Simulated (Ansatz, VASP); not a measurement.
# Two plane-wave programs on Ru3C2

INCAR

```
SYSTEM = Ru3C2
  PREC = Accurate
  ENCUT = 600
  EDIFF = 1E-6
  ISMEAR = 0
  SIGMA = 0.1
  LREAL = .False.
  LASPH = .True.
  NELM = 100
  ALGO = Normal
  ISIF = 3
  LWAVE = .False.
  LCHARG = .False.
  GGA = PE
  IBRION = 2
  NSW = 90
  EDIFFG = -0.04
```

Contents of KPOINTS:

```
regular mesh
0
Gamma
  6 6 4
  0 0 0
```

POSCAR

```
Ru3C2
1.0
    3.3975190820      0.0000000000      0.0000000000
   -1.6987595410      2.9423378348      0.0000000000
    0.0000000000      0.0000000000      5.2859878103
Ru C
3 2
Direct
    0.0000000000      0.0000000000      0.0000000000
    0.3333333333      0.6666666667      0.6450000000
    0.6666666667      0.3333333333      0.3550000000
    0.3333333333      0.6666666667      0.2450000000
    0.6666666667      0.3333333333      0.7550000000
```

Input for Ansatz:

```yaml
crystal:
  lattice:
    - [3.397519082, 0.0, 0.0]
    - [-1.698759541, 2.9423378348, 0.0]
    - [0.0, 0.0, 5.2859878103]
  atoms:
    - { symbol: Ru, position: [0.0, 0.0, 0.0] }
    - { symbol: Ru, position: [0.3333333333, 0.6666666667, 0.645] }
    - { symbol: Ru, position: [0.6666666667, 0.3333333333, 0.355] }
    - { symbol: C, position: [0.3333333333, 0.6666666667, 0.245] }
    - { symbol: C, position: [0.6666666667, 0.3333333333, 0.755] }
basis:
  ecutwfc: 420
kpoints:
  mp_grid: { grid: [6, 6, 4] }
hamiltonian:
  xc: pbe
scf:
  occupations: { method: gaussian, width: 0.1 }
  lower_state_search: "off"
output:
  forces: true
  stress: true
  eigenvalues: true
relax:
  adjacent_minimum: "off"
  f_tol: 0.04
  max_steps: 70
  cell: { stress_tol: 0.4 }
```

Alike in both runs: task relaxation of cell and atoms; functional PBE; k mesh 6 × 6 × 4; occupations gaussian, width 0.1 eV; no spin polarisation.

|  | VASP | Ansatz |
| --- | --- | --- |
| version | VASP 6.6.1 | Ansatz 0.2.0 |
| potentials or method | VASP PAW PBE potentials, release 64 (Ru_pv, C), cutoff 600 eV | scalar-relativistic, plane waves, PAW |
| valence electrons in the cell | 50 | 56 |

Ansatz gave:

- gap on the k mesh at the Fermi level, each at its own relaxed structure (eV): none
- relaxed volume (Å³/atom): 11.21
- relaxed cell length with the largest relative difference (Å): 6.206

Problem. Which values does VASP return?

Solution. gap on the k mesh at the Fermi level, each at its own relaxed structure (eV): none; relaxed volume (Å³/atom): 11.21; relaxed cell length with the largest relative difference (Å): 6.198.

A gap of «none» marks a metal or a gap that the smearing closes. VASP's potentials hold 50 valence electrons a cell and Ansatz's 56, so a difference there can come from the potentials and not from the codes.
